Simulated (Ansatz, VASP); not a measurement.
InSe2: VASP beside Ansatz

File INCAR:

```
SYSTEM = InSe2
ALGO = Normal
EDIFF = 1E-7
ENCUT = 520
GGA = PS
ISIF = 2
ISMEAR = 0
LASPH = .True.
LCHARG = .True.
LELF = .True.
LREAL = .False.
LVHAR = .True.
LWAVE = .False.
NBANDS = 34
NELM = 80
PREC = Accurate
SIGMA = 0.1
```

KPOINTS

```
k-points
0
Gamma
  1 1 1
  0 0 0
```

The input POSCAR:

```
InSe2
1.0
    3.8948930000      0.0000000000      0.0000000000
    0.0000000000      3.8948930000      0.0000000000
    0.0000000000      0.0000000000      9.6262310000
In Se
2 4
Direct
    0.0000000000      0.5000000000      0.7064680000
    0.5000000000      0.0000000000      0.2935320000
    0.0000000000      0.5000000000      0.3662120000
    0.5000000000      0.0000000000      0.6337880000
    0.0000000000      0.0000000000      0.0000000000
    0.5000000000      0.5000000000      0.0000000000
```

Input for Ansatz:

```yaml
crystal:
  lattice:
    - [3.894893, 0.0, 0.0]
    - [0.0, 3.894893, 0.0]
    - [0.0, 0.0, 9.626231]
  atoms:
    - { symbol: In, position: [0.0, 0.5, 0.706468] }
    - { symbol: In, position: [0.5, 0.0, 0.293532] }
    - { symbol: Se, position: [0.0, 0.5, 0.366212] }
    - { symbol: Se, position: [0.5, 0.0, 0.633788] }
    - { symbol: Se, position: [0.0, 0.0, 0.0] }
    - { symbol: Se, position: [0.5, 0.5, 0.0] }
basis:
  ecutwfc: 420
kpoints:
  mp_grid: { grid: [1, 1, 1] }
hamiltonian:
  xc: pbesol
scf:
  occupations: { method: gaussian, width: 0.1 }
output:
  forces: true
  stress: true
  eigenvalues: true
```

Alike in both runs: task single point; functional PBEsol; k mesh 1 × 1 × 1; occupations gaussian, width 0.1 eV; no spin polarisation.

|  | VASP | Ansatz |
| --- | --- | --- |
| version | VASP 6.6.1 | Ansatz 0.2.0 |
| potentials or method | VASP PAW PBE potentials, release 64 (In_d, Se), cutoff 520 eV | scalar-relativistic, plane waves, PAW |
| valence electrons in the cell | 50 | 90 |

|  | VASP | Ansatz | Ansatz less VASP |
| --- | --- | --- | --- |
| gap on the k mesh at the Fermi level (eV) | 0.97 | 0.96 | -0.013 |
| least direct gap on the mesh (eV) | 0.97 | 0.96 | -0.013 |
| pressure (GPa) | 12.7 | 12.5 | -0.15 |
| traceless stress, the component that is largest in VASP (GPa) | -13.19 | -13.09 | +0.107 |
| rms of the force components (eV/Å) | 0.948 | 0.948 | +0.0001 |

VASP's potentials were made for PBE, not for PBEsol. Atom by atom the forces differ by 0.001 eV/Å (rms over components). With one functional, cell and mesh, what is left measures potentials, basis and numerics. VASP's potentials hold 50 valence electrons a cell and Ansatz's 90, so a difference there can come from the potentials and not from the codes.

The k mesh is coarse, so the values compare programs but aren't converged.
